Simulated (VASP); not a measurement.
# C in VASP: further runs

The runs below take C through relaxation of cell and atoms, single point, with PBE.

Everything below comes from runs of VASP 6.6.1. Logs are shortened: lines on timing, memory, paths and dates and some standing lists are left out, and cuts for length are marked.

### 1 The cell of the first run

The structure is tetragonal, space group P4/nmm (No. 129). The conventional cell has a = 2.259 Å, b = 2.259 Å, c = 2.066 Å, α = 90.00°, β = 90.00°, γ = 90.00°. C (site symmetry 4mm) has 6 C at 1.60 to 2.07 Å within 2.1 Å.

### 2 Relaxation of cell and atoms, PBE

INCAR

```
SYSTEM = C
ALGO = Normal
EDIFF = 1E-7
EDIFFG = -0.04
ENCUT = 600
GGA = PE
GGA_COMPAT = .FALSE.
IBRION = 2
ISIF = 3
ISMEAR = 0
LASPH = .TRUE.
LCHARG = .FALSE.
LREAL = .FALSE.
LWAVE = .FALSE.
NELM = 120
NELMIN = 4
NSW = 90
PREC = Accurate
SIGMA = 0.1
```

KPOINTS

```
k-points
0
G
  8 8 8
  0 0 0
```

POSCAR

```
C
1.0
    2.2594533100      0.0000000000      0.0000000000
    0.0000000000      2.2594533100      0.0000000000
    0.0000000000      0.0000000000      2.0660581900
C
2
Direct
    0.5000000000      0.0000000000      0.9975093800
    0.0000000000      0.5000000000      0.0024906200
```

Potentials or basis: VASP PAW PBE potentials, release 64 (C).

Started as:

```console
> cat potpaw_PBE.64/C/POTCAR > POTCAR
> mpirun -np 1 vasp_std > vasp.out
```

OUTCAR:

```text
SYSTEM = C
   EDIFF = 1E-7
   EDIFFG = -0.04
   ENCUT = 600
   GGA = PE
   IBRION = 2
   ISIF = 3
   ISMEAR = 0
   LASPH = .TRUE.
   LREAL = .FALSE.
   NELM = 120
   NELMIN = 4
   NSW = 90
   PREC = Accurate

 ion  position               nearest neighbor table
   1  0.500  0.000  0.998-   2 1.60   2 1.60   2 1.60   2 1.60
   2  0.000  0.500  0.002-   1 1.60   1 1.60   1 1.60   1 1.60

  LATTYP: Found a simple tetragonal cell.
 ALAT       =     2.2594533100
 C/A-ratio  =     0.9144062331

  Lattice vectors:

 A1 = (   2.2594533100,   0.0000000000,   0.0000000000)
 A2 = (   0.0000000000,   2.2594533100,   0.0000000000)
 A3 = (   0.0000000000,   0.0000000000,   2.0660581900)

Analysis of symmetry for initial positions (statically):
=====================================================================
 Subroutine PRICEL returns:
 Original cell was already a primitive cell.

 Routine SETGRP: Setting up the symmetry group for a
 simple tetragonal supercell.

 Subroutine GETGRP returns: Found 16 space group operations
 (whereof  8 operations were pure point group operations)
 out of a pool of 16 trial point group operations.

The static configuration has the point symmetry D_2d.
 The point group associated with its full space group is D_4h.

Analysis of symmetry for dynamics (positions and initial velocities):
=====================================================================
 Subroutine PRICEL returns:
 Original cell was already a primitive cell.

 Routine SETGRP: Setting up the symmetry group for a
 simple tetragonal supercell.

 Subroutine GETGRP returns: Found 16 space group operations
 (whereof  8 operations were pure point group operations)
 out of a pool of 16 trial point group operations.

The dynamic configuration has the point symmetry D_2d.
 The point group associated with its full space group is D_4h.

 Subroutine INISYM returns: Found 16 space group operations
 (whereof  8 operations are pure point group operations),
 and found     1 'primitive' translations

----------------------------------------------------------------------------------------

                                     Primitive cell

  volume of cell :      10.5475

  direct lattice vectors                    reciprocal lattice vectors
     2.259453310  0.000000000  0.000000000     0.442584937  0.000000000  0.000000000
     0.000000000  2.259453310  0.000000000     0.000000000  0.442584937  0.000000000
     0.000000000  0.000000000  2.066058190     0.000000000  0.000000000  0.484013473

  length of vectors
     2.259453310  2.259453310  2.066058190     0.442584937  0.442584937  0.484013473

  position of ions in fractional coordinates (direct lattice)
     0.500000000  0.000000000  0.997509380
     0.000000000  0.500000000  0.002490620

  ion indices of the primitive-cell ions
   primitive index   ion index
                 1           1
                 2           2

----------------------------------------------------------------------------------------

 KPOINTS: k-points

Automatic generation of k-mesh.
 Grid dimensions read from file:
 generate k-points for:    8    8    8

 Generating k-lattice:

  Cartesian coordinates                     Fractional coordinates (reciprocal lattice)
     0.055323117  0.000000000  0.000000000     0.125000000  0.000000000  0.000000000
     0.000000000  0.055323117  0.000000000     0.000000000  0.125000000  0.000000000
     0.000000000  0.000000000  0.060501684     0.000000000  0.000000000  0.125000000

  Length of vectors
     0.055323117  0.055323117  0.060501684

  Shift w.r.t. Gamma in fractional coordinates (k-lattice)
     0.000000000  0.000000000  0.000000000

 Subroutine IBZKPT returns following result:
 ===========================================

 Found     75 irreducible k-points:

 Following reciprocal coordinates:
            Coordinates               Weight
  0.000000  0.000000  0.000000      1.000000
  0.125000  0.000000  0.000000      4.000000
  0.250000  0.000000  0.000000      4.000000
  0.375000  0.000000  0.000000      4.000000
  0.500000  0.000000  0.000000      2.000000
  0.125000  0.125000  0.000000      4.000000
[... 16 lines left out ...]
  0.375000  0.125000  0.125000     16.000000
  0.500000  0.125000  0.125000      8.000000
 [... further k-points ...]
   k-points           NKPTS =     75   k-points in BZ     NKDIM =     75   number of bands    NBANDS=      8
   number of dos      NEDOS =    301   number of ions     NIONS =      2
   total plane-waves  NPLWV =   5832
   dimension x,y,z NGX =    18 NGY =   18 NGZ =   18
   dimension x,y,z NGXF=    36 NGYF=   36 NGZF=   36
   ions per type =               2
   NGX,Y,Z   is equivalent  to a cutoff of  13.24, 13.24, 14.48 a.u.
   NGXF,Y,Z  is equivalent  to a cutoff of  26.49, 26.49, 28.97 a.u.
 SYSTEM =  C
   PREC   = accura    normal or accurate (medium, high low for compatibility)
   ISTART =      0    job   : 0-new  1-cont  2-samecut
   ICHARG =      2    charge: 1-file 2-atom 10-const
   ISPIN  =      1    spin polarized calculation?
   LNONCOLLINEAR =      F non collinear calculations
   LSORBIT =      F    spin-orbit coupling
   LASPH  =      T    aspherical Exc in radial PAW
   ENCUT  =  600.0 eV  44.10 Ry    6.64 a.u.   4.51  4.51  4.13*2*pi/ulx,y,z
   NELM   =    120;   NELMIN=  4; NELMDL= -5     # of ELM steps
   EDIFF  = 0.1E-06   stopping-criterion for ELM
   LREAL  =      F    real-space projection
   EDIFFG = -.4E-01   stopping-criterion for IOM
   NSW    =     90    number of steps for IOM
   IBRION =      2    ionic relax: 0-MD 1-quasi-New 2-CG
   NFREE  =      1    steps in history (QN), initial steepest desc. (CG)
   ISIF   =      3    stress and relaxation
   ISYM   =      2    0-nonsym 1-usesym 2-fastsym
   POTIM  = 0.5000    time-step for ionic-motion
   TEBEG  =    0.0;   TEEND  =   0.0 temperature during run
   PSTRESS=    0.0 pullay stress
   NELECT =       8.0000    total number of electrons
   NUPDOWN=      -1.0000    fix difference up-down
   EMIN   =  10.00;   EMAX   =-10.00  energy-range for DOS
   EFERMI =   0.00;   METHOD = LEGACY
   ISMEAR =     0;   SIGMA  =   0.10  broadening in eV -4-tet -1-fermi 0-gaus
   EFERMI_NEDOS =   21; number of points for ismear=-14 and -15
   IALGO  =     38    algorithm
   IMIX   =      4    mixing-type and parameters
     AMIX     =   0.40;   BMIX     =  1.00
     AMIX_MAG =   1.60;   BMIX_MAG =  1.00
  volume/ion in A,a.u.               =       5.27        35.59
  Fermi-wavevector in a.u.,A,eV,Ry     =   1.492984  2.821330 30.327390  2.229000
  Thomas-Fermi vector in A             =   2.605442
   LORBIT       =      0    0 simple, 1 ext, 2 COOP (PROOUT), +10 PAW based schemes
   GGA     = PE    functional components
   LHFCALC =     F    Hartree Fock is set to
   AEXX    =    0.0000 exact exchange contribution
   IVDW    =     0    specifies the selected vdW correction
   LEPSILON=     F    determine dielectric tensor
   LRPA    =     F    only Hartree local field effects (RPA)
 conjugate gradient relaxation of ions
 non-spin polarized calculation
 Gauss-broadening in eV      SIGMA  =   0.10
  energy-cutoff  :      600.00
  volume of cell :       10.55
 maximum number of plane-waves:       368
   NGX =  9   NGY =  9   NGZ =  9

--------------------------------------- Ionic step        1  -------------------------------------------

 number of electron       8.0000001 magnetization

 Free energy of the ion-electron system (eV)
  ---------------------------------------------------
  ext. energy  EPLUGINS =         0.00000000
  ---------------------------------------------------
  free energy    TOTEN  =       -12.74637025 eV

  energy without entropy =      -12.74208586  energy(sigma->0) =      -12.74422806

------------------------ aborting loop because EDIFF is reached ----------------------------------------

  FORCE on cell =-STRESS in cart. coord.  units (eV):
  Direction    XX          YY          ZZ          XY          YZ          ZX
  --------------------------------------------------------------------------------------
  -------------------------------------------------------------------------------------
  Total        5.2394161      5.2394161      1.0469239      0.0000000      0.0000000      0.0000000
  in kB      795.8737450    795.8737450    159.0290297      0.0000000      0.0000000      0.0000000
  external PRESSURE =     583.5921732 kB  Pullay stress =       0.0000000 kB
[... 203 lines left out ...]
--------------------------------------- Ionic step        7  -------------------------------------------

 number of electron       8.0000001 magnetization

 E-fermi :   9.8848     XC(G=0): -13.5513

 val. band max:        9.7922140256   @ k =   0.3750   0.1250   0.5000
 cond. band min:       9.9117856156   @ k =   0.3750   0.1250   0.3750
 fundamental gap:      0.1195715900
 Fermi energy:         9.8847925712

 k-point     1 :       0.0000    0.0000    0.0000
  band No.  band energies     occupation
      1     -11.4452      2.00000
      2       5.2512      2.00000
      3       5.2512      2.00000
      4      10.9797      0.00000
      5      13.4956      0.00000
      6      20.0008      0.00000
      7      22.1010      0.00000
      8      22.1834      0.00000
[... 243 lines left out ...]
 k-point    24 :       0.5000    0.1250    0.1250
  band No.  band energies     occupation
      1      -5.4895      2.00000
      2      -5.4895      2.00000
      3       8.8830      2.00000
      4       8.8830      2.00000
      5      15.0225      0.00000
      6      15.0225      0.00000
      7      19.8089      0.00000
      8      19.8089      0.00000

 [... further k-points ...]
[... 5 lines left out ...]
  --------------------------------------------------------------------------------------
  -------------------------------------------------------------------------------------
  Total       -0.3272633     -0.3272633     -0.1693249      0.0000000      0.0000000      0.0000000
  in kB      -44.8812113    -44.8812113    -23.2213806      0.0000000      0.0000000      0.0000000
  external PRESSURE =     -37.6612677 kB  Pullay stress =       0.0000000 kB
[... 59 lines left out ...]
--------------------------------------- Ionic step        9  -------------------------------------------

 number of electron       8.0000000 magnetization

 Free energy of the ion-electron system (eV)
  ---------------------------------------------------
  ext. energy  EPLUGINS =         0.00000000
  ---------------------------------------------------
  free energy    TOTEN  =       -13.06496389 eV

  energy without entropy =      -13.06250516  energy(sigma->0) =      -13.06373452

 E-fermi :  10.0570     XC(G=0): -13.6064

 val. band max:        9.9722184567   @ k =   0.3750   0.1250   0.5000
 cond. band min:      10.0852963002   @ k =   0.3750   0.1250   0.3750
 fundamental gap:      0.1130778435
 Fermi energy:        10.0570474927

 k-point     1 :       0.0000    0.0000    0.0000
  band No.  band energies     occupation
      1     -11.4376      2.00000
      2       5.3640      2.00000
      3       5.3640      2.00000
      4      11.2462      0.00000
      5      13.6894      0.00000
      6      20.1539      0.00000
      7      22.3913      0.00000
      8      22.4893      0.00000
[... 243 lines left out ...]
 k-point    24 :       0.5000    0.1250    0.1250
  band No.  band energies     occupation
      1      -5.4401      2.00000
      2      -5.4401      2.00000
      3       9.0371      2.00000
      4       9.0371      2.00000
      5      15.2294      0.00000
      6      15.2294      0.00000
      7      20.0958      0.00000
      8      20.0958      0.00000

 [... further k-points ...]
[... 5 lines left out ...]
  --------------------------------------------------------------------------------------
  -------------------------------------------------------------------------------------
  Total       -0.0000332     -0.0000332      0.0042125      0.0000000      0.0000000      0.0000000
  in kB       -0.0046101     -0.0046101      0.5841619      0.0000000      0.0000000      0.0000000
  external PRESSURE =       0.1916472 kB  Pullay stress =       0.0000000 kB
[... 17 lines left out ...]
  FREE ENERGIE OF THE ION-ELECTRON SYSTEM (eV)
  ---------------------------------------------------
  free  energy   TOTEN  =       -13.0649638881 eV

  energy  without entropy=      -13.0625051609  energy(sigma->0) =      -13.06373452

 reached required accuracy - stopping structural energy minimisation
```

Run time: 16 s. Hardware: 1 thread of Intel Xeon 6975P-C (Granite Rapids), shared host; peak memory 0.11 GiB.

What came out:

```yaml
Free_energy: -13.0650 eV
Relaxed_volume: 5.78 Å³/atom
Relaxed_cell: a = 2.401 Å, b = 2.401 Å, c = 2.004 Å, α = 90.00°, β = 90.00°, γ = 90.00°
Space_group_after_relaxing_to_0.05_Å: P4/mmm (No. 123)
Energy_gained_by_relaxing: 159.3 meV/atom
Ionic_steps: 9
Pressure_after_relaxing: 0.0 GPa
Largest_force_after_relaxing: 0.014 eV/Å
Band_gap_on_the_k_mesh: zero (band 4 reaches 14.89 eV, above the bottom of band 5 at 6.08 eV)
```

Forces in eV/Å, atoms in the order of the input:
```
C    0.000  0.000 -0.014
C    0.000  0.000  0.014
```

Step by step:
| step | energy change (eV) | largest force (eV/Å) | pressure (GPa) | volume (Å³) |
| --- | --- | --- | --- | --- |
| 1 | 0.0000 | 0.1389 | 58.36 | 10.55 |
| 2 | 0.0148 | 0.0334 | -41.57 | 13.72 |
| 3 | -0.2789 | 0.0476 | -4.78 | 11.97 |
| 4 | -0.2789 | 0.0493 | -3.83 | 11.94 |
| 5 | -0.3113 | 0.0054 | -4.25 | 11.77 |
| 6 | -0.2630 | 0.1257 | -0.28 | 11.41 |
| 7 | -0.3170 | 0.0299 | -3.77 | 11.68 |
| 8 | -0.3173 | 0.0002 | 3.64 | 11.44 |
| 9 | -0.3186 | 0.0144 | 0.02 | 11.55 |

Final structure:
```
C
1.0
     2.40089    0.00000    0.00000
     0.00000    2.40089    0.00000
     0.00000    0.00000    2.00436
C
2
Direct
  0.50000 0.00000 0.00027
  0.00000 0.50000 0.99973
```

Caveat: the k points lie up to 0.39 Å⁻¹ apart in the final cell.

### 3 Single point, PBE

This run uses another cell than the first one: it holds 4 atoms, not 2.

INCAR

```
  ALGO = Normal
  EDIFF = 1E-6
  ENCUT = 600
  GGA = PE
  GGA_COMPAT = False
  ISIF = 2
  ISMEAR = 0
  LASPH = True
  LCHARG = True
  LELF = True
  LREAL = False
  LVHAR = True
  LWAVE = False
  NBANDS = 16
  NELM = 120
  PREC = Accurate
  SIGMA = 0.2
```

KPOINTS

```
k-points
0
Gamma
  10 6 6
```

POSCAR

```
C
1.0
    0.0000000000      0.0000000000      2.0493686884
    3.3687615149      0.0000000000      0.0000000000
    0.0000000000      3.3687615149      0.0000000000
C
4
Direct
    0.0000000000      0.2500000000      0.2500000000
    0.0000000000      0.2500000000      0.7500000000
    0.0000000000      0.7500000000      0.2500000000
    0.0000000000      0.7500000000      0.7500000000
```

Potentials or basis: VASP PAW PBE potentials, release 64 (C).

Started as:

```console
> cat potpaw_PBE.64/C/POTCAR > POTCAR
> mpirun -np 1 vasp_std > vasp.out
```

Wall time 6.7 s (1 thread of Intel Xeon 6975P-C (Granite Rapids), shared host); peak memory 0.14 GiB.

Results (log left out):

```yaml
Free_energy: -26.1060 eV
Pressure: -2.7 GPa
Band_gap_on_the_k_mesh: zero (band 8 reaches 14.64 eV, above the bottom of band 9 at 7.33 eV)
```

Stress tensor (GPa, compression positive):
```
-3.34  0.00  0.00
 0.00 -3.34  0.00
 0.00  0.00 -1.28
```

Levels at points of the mesh, in eV from the Fermi level:
| k point | band 5 | band 6 | band 7 | band 8 | band 9 | band 10 | band 11 | band 12 |
| --- | --- | --- | --- | --- | --- | --- | --- | --- |
| (0.00, 0.00, 0.00) | -10.71 | -5.03 | -5.03 | 1.40 | 2.24 | 7.42 | 7.42 | 9.90 |
| (0.50, 0.00, 0.00) | -5.03 | -5.03 | -4.10 | -4.10 | -2.65 | -2.65 | 2.49 | 7.70 |
| (0.00, 0.50, 0.00) | -8.74 | -8.74 | 1.09 | 1.09 | 4.39 | 4.39 | 8.45 | 8.45 |
| (0.50, 0.50, 0.00) | -6.40 | -6.40 | -4.05 | -4.05 | -1.56 | -1.56 | 4.38 | 4.38 |
| (0.00, 0.50, 0.50) | 0.82 | 0.82 | 0.82 | 0.82 | 6.43 | 6.43 | 6.43 | 6.43 |
| (0.50, 0.50, 0.50) | -6.47 | -6.47 | -6.47 | -6.47 | 3.02 | 3.02 | 3.02 | 3.02 |

(Part 1 of 2 ends here.)
